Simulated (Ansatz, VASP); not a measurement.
## ZnS: VASP beside Ansatz

```
Zn S
1.0
     3.61879    0.00000    0.00000
    -1.80939    3.13396    0.00000
     0.00000    0.00000    7.11852
Zn S
2 2
Direct
  0.33333 0.66667 0.00520
  0.66667 0.33333 0.50520
  0.33333 0.66667 0.37980
  0.66667 0.33333 0.87980
```

Alike in both runs: task single point; functional PBE; k mesh 9 × 9 × 4; occupations gaussian, width 0.05 eV; no spin polarisation.

```csv
,VASP,Ansatz
version,VASP 6.6.1,Ansatz 0.2.0
potentials or method,"VASP PAW PBE potentials, release 64 (Zn, S), cutoff 520 eV","scalar-relativistic, plane waves, PAW"
valence electrons in the cell,36,36
```

|  | VASP | Ansatz | Ansatz less VASP |
| --- | --- | --- | --- |
| gap on the k mesh at the Fermi level (eV) | 1.24 | 1.24 | +0.004 |
| least direct gap on the mesh (eV) | 1.24 | 1.24 | +0.004 |
| pressure (GPa) | 3.4 | 3.3 | -0.14 |
| traceless stress, the component that is largest in VASP (GPa) | -12.47 | -12.39 | +0.083 |
| rms of the force components (eV/Å) | 0.239 | 0.231 | -0.0079 |

Atom by atom the forces differ by 0.008 eV/Å (rms over components). With one functional, cell and mesh, what is left measures potentials, basis and numerics.
